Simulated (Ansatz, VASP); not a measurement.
# Ti in VASP and in Ansatz

INCAR

```
  ALGO = Normal
  EDIFF = 1E-7
  ENCUT = 520
  GGA = PS
  ISIF = 2
  ISMEAR = 0
  LASPH = True
  LCHARG = True
  LELF = True
  LREAL = False
  LVHAR = True
  LWAVE = False
  NBANDS = 12
  NELM = 100
  PREC = Accurate
  SIGMA = 0.15
```

Contents of KPOINTS:

```
k-points
0
Gamma
  20 20 20
```

File POSCAR:

```
Ti
1.0
    0.0000000000      2.0807500000      1.9792500000
    2.0807500000      0.0000000000      1.9792500000
    2.0807500000      2.0807500000      0.0000000000
Ti
1
Direct
    0.0000000000      0.0000000000      0.0000000000
```

Input for Ansatz:

```yaml
crystal:
  lattice:
    - [0.0, 2.08075, 1.97925]
    - [2.08075, 0.0, 1.97925]
    - [2.08075, 2.08075, 0.0]
  atoms:
    - { symbol: Ti, position: [0.0, 0.0, 0.0] }
basis:
  ecutwfc: 420
kpoints:
  mp_grid: { grid: [20, 20, 20] }
hamiltonian:
  xc: pbesol
scf:
  occupations: { method: gaussian, width: 0.15 }
output:
  forces: true
  stress: true
  eigenvalues: true
```

Change from the starting cell: strain +0.025 along x and y, -0.025 along z, atoms carried along.

Alike in both runs: task single point; functional PBEsol; k mesh 20 × 20 × 20; occupations gaussian, width 0.15 eV; no spin polarisation.

|  | VASP | Ansatz |
| --- | --- | --- |
| version | VASP 6.6.1 | Ansatz 0.2.0 |
| potentials or method | VASP PAW PBE potentials, release 64 (Ti_sv), cutoff 520 eV | scalar-relativistic, plane waves, PAW |
| valence electrons in the cell | 12 | 12 |

Ansatz gave:

```
gap on the k mesh at the Fermi level (eV)                     : none
pressure (GPa)                                                : -2.9
traceless stress, the component that is largest in VASP (GPa) : 1.09
```

**Question.** Estimate VASP's values.

**Answer.** gap on the k mesh at the Fermi level (eV): none; pressure (GPa): -3.2; traceless stress, the component that is largest in VASP (GPa): 1.10.

VASP's potentials were made for PBE, not for PBEsol. A gap of «none» marks a metal or a gap that the smearing closes. With one functional, cell and mesh, what is left measures potentials, basis and numerics.
